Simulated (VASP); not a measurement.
Wanted: the native input for a VASP 6.6.1 run.

| Item | Value |
| --- | --- |
| Task | single point |
| Functional | PBE |
| Potentials or basis | VASP PAW PBE potentials, release 64 (Al, C, H) |
| Cutoff | 520 eV |
| k mesh | 3 × 3 × 1 |
| Occupations | fermi-dirac, width 0.15 eV |
| Spin | no spin polarisation |
| Dipole correction | no |
| Further INCAR settings | ALGO = Normal; EDIFF = 1e-06; NBANDS = 34 |

The structure of Al12HC lies in POSCAR:

```
Al12HC
1.0
    5.7275650000      0.0000000000      0.0000000000
    2.8637820000      4.9602170000      0.0000000000
    0.0000000000      0.0000000000     17.6765370000
Al C H
12 1 1
Direct
    0.1666666208      0.1666667003      0.0565722234
    0.6666667081      0.1666667003      0.0565722234
    0.1666666712      0.6666665995      0.0565722234
    0.6666667585      0.6666665995      0.0565722234
   -0.1717585146      0.3434549335      0.1834545986
    0.3254271446      0.3490712201      0.1895167023
   -0.1789524648      0.8521838863      0.1902490856
    0.3267344205      0.8521812655      0.1902519707
   -0.0146902448      0.0295337885      0.3259043895
    0.4857334634      0.0286037889      0.3183694861
   -0.0010423254      0.5481352933      0.3212982271
    0.4530546428      0.5480365073      0.3212830092
    0.8015022522      0.3970908934      0.3741427973
    0.7895079396      0.4210271446      0.4361550003
```

These files were run (other wordings do the same):

INCAR

```
SYSTEM = Al12HC
PREC     = Accurate       ! precision mode
ENCUT    = 520            ! plane-wave cutoff, eV
EDIFF    = 1E-6           ! SCF threshold, eV
ISMEAR   = -1             ! smearing method
SIGMA    = 0.15           ! smearing width, eV
LREAL    = .FALSE.        ! projectors in reciprocal space
LASPH    = .TRUE.         ! aspherical terms in the spheres
NELM     = 60             ! most SCF steps
ALGO     = Normal         ! electronic algorithm
ISIF     = 2              ! what is computed and relaxed
LWAVE    = .FALSE.        ! write WAVECAR
LCHARG   = .FALSE.        ! write CHGCAR
GGA      = PE             ! functional
NBANDS   = 34             ! bands
```

KPOINTS

```
regular mesh
0
G
  3 3 1
  0 0 0
```

Potentials or basis: VASP PAW PBE potentials, release 64 (Al, C, H).

The run is started by

```console
$ cat potpaw_PBE.64/Al/POTCAR potpaw_PBE.64/C/POTCAR potpaw_PBE.64/H/POTCAR > POTCAR
$ mpirun -np 1 vasp_std > vasp.out
```

Results of the run:

* Largest force: 0.304 eV/Å

Caveat: the k points lie up to 0.42 Å⁻¹ apart.

It took 2.6 min on 1 thread of AMD EPYC 9R14 (Zen 4), on a shared host, peak memory 0.64 GiB.
